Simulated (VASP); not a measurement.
A run of VASP 6.6.1:

File INCAR:

```
  PREC = Accurate
  ENCUT = 520
  EDIFF = 1E-6
  ISMEAR = 0
  SIGMA = 0.1
  LREAL = False
  LASPH = True
  NELM = 100
  ALGO = Normal
  ISIF = 2
  LWAVE = False
  LCHARG = False
  GGA = PS
  NBANDS = 31
```

The input KPOINTS:

```
Automatic mesh
0
Gamma
  8 8 8
```

Contents of POSCAR:

```
TiSb2
1.0
   -3.2570890591      3.2570890591      2.7861835580
    3.2570890591     -3.2570890591      2.7861835580
    3.2570890591      3.2570890591     -2.7861835580
Ti Sb
2 4
Direct
    0.2500000000      0.2500000000      0.0000000000
    0.7500000000      0.7500000000      0.0000000000
    0.6532565508      0.1532565508      0.8065131017
    0.1532565508      0.3467434492      0.5000000000
    0.3467434492      0.8467434492      0.1934868983
    0.8467434492      0.6532565508      0.5000000000
```

Potentials or basis: VASP PAW PBE potentials, release 64 (Ti_sv, Sb).

Run with:

```bash
$ cat potpaw_PBE.64/Ti_sv/POTCAR potpaw_PBE.64/Sb/POTCAR > POTCAR
$ mpirun -np 1 vasp_std > vasp.out
```

Hardware: 1 thread of AMD EPYC 9R45 (Zen 5) (shared host).

**Question.** Estimate the wall time of this run.

**Answer.** Run time: 4.2 min on 1 thread of AMD EPYC 9R45 (Zen 5) (shared host), peak memory 0.31 GiB. Counts: scf iterations 13, k points 59.
